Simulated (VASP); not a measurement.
Write the native input for VASP 6.6.1 that does the following.

```yaml
Task: single point
Functional: PBE
Potentials_or_basis: VASP PAW PBE potentials, release 64 (Ti_sv, C, V_sv)
Cutoff: 520 eV
k_mesh: 13 × 13 × 1
Occupations: fermi-dirac, width 0.05 eV
Spin: no spin polarisation
Dipole_correction: yes
Further_INCAR_settings: ALGO = Normal; EDIFF = 1e-06; NBANDS = 42
```

The structure of Ti3VC4 lies in POSCAR:

```
Ti3VC4
1.0
    3.0637012674      0.0000000000      0.0000000000
    0.0000000000      3.0637012674      0.0000000000
    0.0000000000      0.0000000000     22.4991000000
Ti C V
3 4 1
Direct
    0.0000000000      0.0000000000      0.3592394020
    0.0000000000      0.0000000000      0.5473953172
    0.5000000000      0.5000000000      0.6407606020
    0.5000000000      0.5000000000      0.3538824566
    0.0000000000      0.0000000000      0.4518929429
    0.5000000000      0.5000000000      0.5481070508
    0.0000000000      0.0000000000      0.6461175508
    0.5000000000      0.5000000000      0.4526046766
```

One way to write it, as run:

INCAR

```
SYSTEM = Ti3VC4
PREC = Accurate ; ENCUT = 520
EDIFF = 1E-6 ; ISMEAR = -1
SIGMA = 0.05 ; LREAL = .FALSE.
LASPH = .TRUE. ; NELM = 100
ALGO = Normal ; ISIF = 2
LWAVE = .FALSE. ; LCHARG = .FALSE.
LDIPOL = .TRUE. ; IDIPOL = 3
DIPOL = 0.5 0.5 0.500 ; GGA = PE
NBANDS = 42
```

KPOINTS

```
Automatic mesh
0
G
  13 13 1
  0 0 0
```

Potentials or basis: VASP PAW PBE potentials, release 64 (Ti_sv, C, V_sv).

The run is started by

```sh
$ cat potpaw_PBE.64/Ti_sv/POTCAR potpaw_PBE.64/C/POTCAR potpaw_PBE.64/V_sv/POTCAR > POTCAR
$ mpirun -np 1 vasp_std > vasp.out
```

Results of the run:

```json
{
 "Largest force": "0.454 eV/Å",
 "Band gap on the k mesh": "zero (an odd number of electrons rules out a gap without spin polarisation)"
}
```

Wall time 7.8 min on 1 thread of Intel(R) Xeon(R) Platinum 8259CL CPU @ 2.50GHz (Skylake/Cascade Lake) (shared host), peak memory 0.43 GiB.
